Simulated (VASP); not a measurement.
Crystal: Mg5Se.

```
CELL_PARAMETERS angstrom
0.00000 4.03190 4.03190
4.03190 0.00000 4.03190
4.03190 4.03190 0.00000
ATOMIC_POSITIONS crystal
Mg 0.00000 0.00000 0.00000
Mg 0.38669 0.38669 0.38669
Mg 0.38669 0.38669 0.83992
Mg 0.38669 0.83992 0.38669
Mg 0.83992 0.38669 0.38669
Se 0.25000 0.25000 0.25000
```

The cell was generated, and may not be a known phase.

```yaml
Program: VASP 6.6.1
Task: relaxation of cell and atoms
Functional: PBE
Potentials_or_basis: VASP PAW PBE potentials, release 64 (Mg, Se)
Cutoff: 600 eV
k_mesh: 4 × 4 × 4
Occupations: gaussian, width 0.1 eV
Spin: no spin polarisation
```

At the start: pressure 45.8 GPa; volume 21.85 Å³/atom.

Task: How do energy, volume and symmetry change on relaxing?

Result: Over 9 steps the energy falls by 1852.7 meV/atom and the volume is 41.26 Å³/atom (+88.9 %); space group F-43m (No. 216, to 0.1 Å) before and after.

The path:
```
step  energy change (eV)  largest force (eV/Å)  pressure (GPa)  volume (Å³)
   1              0.0000                9.4055           45.82       131.09
   2             -6.5564                6.2656            2.79       288.93
   3             -9.0362                4.1753            7.35       196.59
   4            -11.0836                0.3820           -0.42       254.69
   5            -11.0841                0.3558           -0.47       255.62
   6            -11.1091                0.1936           -0.16       250.37
   7            -11.1150                0.0588            0.11       246.42
   8            -11.1150                0.0652            0.10       246.60
   9            -11.1159                0.0279            0.04       247.57
```

Final structure:
```yaml
crystal:
  lattice:
    - [0.00000, 4.98376, 4.98376]
    - [4.98376, 0.00000, 4.98376]
    - [4.98376, 4.98376, 0.00000]
  atoms:
    - { symbol: Mg, position: [0.00000, 0.00000, 0.00000] }
    - { symbol: Mg, position: [0.39567, 0.39567, 0.39567] }
    - { symbol: Mg, position: [0.39567, 0.39567, 0.81299] }
    - { symbol: Mg, position: [0.39567, 0.81299, 0.39567] }
    - { symbol: Mg, position: [0.81299, 0.39567, 0.39567] }
    - { symbol: Se, position: [0.25000, 0.25000, 0.25000] }
```

Caveat: the volume moved by over 15 % at a fixed basis, so the end points are rough.
